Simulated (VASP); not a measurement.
Here is a VASP 6.6.1 calculation.

POSCAR

```
Al
1.0
    4.5467300000      0.0000000000      0.0000000000
   -2.2733700000      3.9375800000      0.0000000000
    0.0000000000      0.0000000000      2.7539300000
Al
2
Direct
    0.3333300000      0.6666700000      0.5000000000
    0.6666700000      0.3333300000      0.5000000000
```

File INCAR.step1:

```
SYSTEM = Al
PREC     = Accurate       ! precision mode
ENCUT    = 520            ! plane-wave cutoff, eV
EDIFF    = 1E-5           ! SCF threshold, eV
ISMEAR   = -1             ! smearing method
SIGMA    = 0.05           ! smearing width, eV
LREAL    = .FALSE.        ! projectors in reciprocal space
LASPH    = .TRUE.         ! aspherical terms in the spheres
NELM     = 100            ! most SCF steps
ALGO     = Normal         ! electronic algorithm
ISIF     = 2              ! what is computed and relaxed
LWAVE    = .TRUE.         ! write WAVECAR
LCHARG   = .FALSE.        ! write CHGCAR
NBANDS   = 10             ! bands
GGA      = PE             ! functional
```

File INCAR.step2:

```
SYSTEM = Al
PREC     = Accurate       ! precision mode
ENCUT    = 520            ! plane-wave cutoff, eV
EDIFF    = 1E-6           ! SCF threshold, eV
ISMEAR   = -1             ! smearing method
SIGMA    = 0.05           ! smearing width, eV
LREAL    = .FALSE.        ! projectors in reciprocal space
LASPH    = .TRUE.         ! aspherical terms in the spheres
NELM     = 100            ! most SCF steps
ALGO     = Normal         ! electronic algorithm
ISIF     = 2              ! what is computed and relaxed
LWAVE    = .FALSE.        ! write WAVECAR
LCHARG   = .FALSE.        ! write CHGCAR
METAGGA  = R2SCAN         ! meta-GGA
LHFCALC  = .TRUE.         ! exact exchange
AEXX     = 0.5            ! exact-exchange fraction
LMIXTAU  = .TRUE.       
PRECFOCK = Normal       
NBANDS   = 10             ! bands
ISTART   = 1
```

The input KPOINTS:

```
Automatic mesh
0
G
  4 4 5
  0 0 0
```

Potentials or basis: VASP PAW PBE potentials, release 64 (Al).

Command:

```console
$ cat potpaw_PBE.64/Al/POTCAR > POTCAR
$ cp INCAR.step1 INCAR
$ mpirun -np 1 vasp_std > vasp.out
$ cp INCAR.step2 INCAR
$ mpirun -np 1 vasp_std > vasp.out
```

Problem. What does it give for the largest force?

Solution. 0.019 eV/Å.

Problem. Predict the band gap on the k mesh.

Solution. Zero (bands 3 and 4 overlap by 3.76 eV).

Forces in eV/Å, atoms in the order of the input:
```
Al  -0.016  0.009  0.000
Al   0.016 -0.009  0.000
```

Caveat: the k points lie up to 0.46 Å⁻¹ apart, too coarse for converged energies and pressures of a metal; the PAW data sets were made with another functional, which shifts forces and pressure a little.
